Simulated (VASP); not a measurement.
Wanted: the native input for a VASP 6.6.1 run.

- Task: relaxation of cell and atoms
- Functional: LDA
- Potentials or basis: VASP PAW LDA potentials, release 64 (Au)
- Cutoff: 600 eV
- k mesh: 18 × 18 × 18
- Occupations: gaussian, width 0.1 eV
- Spin: no spin polarisation
- Dipole correction: no
- Further INCAR settings: ALGO = Normal; EDIFF = 1e-06; IBRION = 2; EDIFFG = -0.005; NSW = 100; ISIF = 3

The structure of Au lies in POSCAR:

```
Au
1.0
    0.0000000000      2.0455000000      2.0455000000
    2.0455000000      0.0000000000      2.0455000000
    2.0455000000      2.0455000000      0.0000000000
Au
1
Direct
    0.0000000000      0.0000000000      0.0000000000
```

These files were run (other wordings do the same):

INCAR

```
SYSTEM = Au
  PREC = Accurate
  ENCUT = 600
  EDIFF = 1E-6
  ISMEAR = 0
  SIGMA = 0.1
  LREAL = .False.
  LASPH = .True.
  NELM = 60
  ALGO = Normal
  ISIF = 3
  LWAVE = .False.
  LCHARG = .False.
  IBRION = 2
  NSW = 100
  EDIFFG = -0.005
```

KPOINTS

```
regular mesh
0
Gamma
  18 18 18
  0 0 0
```

Potentials or basis: VASP PAW LDA potentials, release 64 (Au).

Command:

```console
$ cat potpaw_LDA.64/Au/POTCAR > POTCAR
$ mpirun -np 1 vasp_std > vasp.out
```

Results of the run:

```yaml
Relaxed_volume: 16.64 Å³/atom
Relaxed_cell: a = 2.865 Å, b = 2.865 Å, c = 2.865 Å, α = 60.00°, β = 60.00°, γ = 60.00°
Space_group_after_relaxing_to_0.05_Å: Fm-3m (No. 225)
Energy_gained_by_relaxing: 7.8 meV/atom
Ionic_steps: 4
Pressure_after_relaxing: 0.0 GPa
```

Run time: 46 s on 1 thread of Intel(R) Xeon(R) Platinum 8259CL CPU @ 2.50GHz (Skylake/Cascade Lake), on a shared host, peak memory 0.17 GiB.
